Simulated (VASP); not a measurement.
Here is a VASP 6.6.1 calculation.

INCAR

```
SYSTEM = CuO
PREC = Accurate
ENCUT = 520
EDIFF = 1E-6
ISMEAR = -1
SIGMA = 0.05
LREAL = .FALSE.
LASPH = .TRUE.
NELM = 60
ALGO = Normal
ISIF = 2
LWAVE = .FALSE.
LCHARG = .TRUE.
GGA = RP
LELF = .TRUE.
LVHAR = .TRUE.
NBANDS = 25
```

File KPOINTS:

```
Automatic mesh
0
G
  10 10 5
  0 0 0
```

Contents of POSCAR:

```
CuO
1.0
    2.2967865698     -1.6784228387      0.0000000000
    2.2967865698      1.6784228387      0.0000000000
   -0.8429870921      0.0000000000      4.9561536082
Cu O
2 2
Direct
    0.4968000000      0.0032000000      0.5000000000
    0.0032000000      0.4968000000      0.0000000000
    0.4056000000      0.5714000000      0.7537000000
    0.5714000000      0.4056000000      0.2537000000
```

Potentials or basis: VASP PAW PBE potentials, release 64 (Cu, O).

The run is started by

```bash
$ cat potpaw_PBE.64/Cu/POTCAR potpaw_PBE.64/O/POTCAR > POTCAR
$ mpirun -np 1 vasp_std > vasp.out
```

Question: Estimate the largest force.

Answer: 1.019 eV/Å.

Question: What does it give for the pressure?

Answer: 26.0 GPa.

Stress tensor (GPa, compression positive):
```
26.80  0.00 -4.30
 0.00 22.59  0.00
-4.30  0.00 28.52
```

Caveat: the PAW data sets were made with another functional, which shifts forces and pressure a little.
